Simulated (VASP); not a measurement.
HgTe: single point with r2SCAN

The system is HgTe.

```
CELL_PARAMETERS angstrom
0.00000 3.28641 3.28641
3.28641 0.00000 3.28641
3.28641 3.28641 0.00000
ATOMIC_POSITIONS crystal
Hg 0.00000 0.00000 0.00000
Te 0.25000 0.25000 0.25000
```

| Property | Result |
| --- | --- |
| Program | VASP 6.6.1 |
| Task | single point |
| Functional | r2SCAN |
| Potentials or basis | VASP PAW PBE potentials, release 64 (Hg, Te) |
| Cutoff | 520 eV |
| k mesh | 12 × 12 × 12 |
| Occupations | gaussian, width 0.1 eV |
| Spin | no spin polarisation |

| Quantity | Value |
| --- | --- |
| Pressure | 0.1 GPa |
| Band gap on the k mesh | zero (filled and empty bands touch) |

Levels at points of the mesh, in eV from the Fermi level:
| k point | band 5 | band 6 | band 7 | band 8 | band 9 | band 10 | band 11 | band 12 | band 13 | band 14 |
| --- | --- | --- | --- | --- | --- | --- | --- | --- | --- | --- |
| (0.00, 0.00, 0.00) | -6.91 | -6.91 | -0.61 | -0.07 | -0.07 | -0.07 | 4.59 | 4.59 | 4.59 | 6.74 |
| (0.50, 0.00, 0.00) | -6.89 | -6.62 | -5.38 | -0.99 | -0.99 | 0.88 | 5.36 | 5.36 | 7.08 | 8.18 |
| (0.50, 0.50, 0.00) | -6.85 | -6.48 | -5.37 | -2.21 | -2.21 | 2.03 | 2.80 | 8.44 | 9.17 | 9.17 |

It used 770 s of CPU time on 1 thread of AMD EPYC 7R13 Processor (Zen 3), on a shared host.

Caveat: the PAW data sets were made with another functional, which shifts forces and pressure a little; spin-orbit coupling is left out, which moves the levels of the heavy elements.
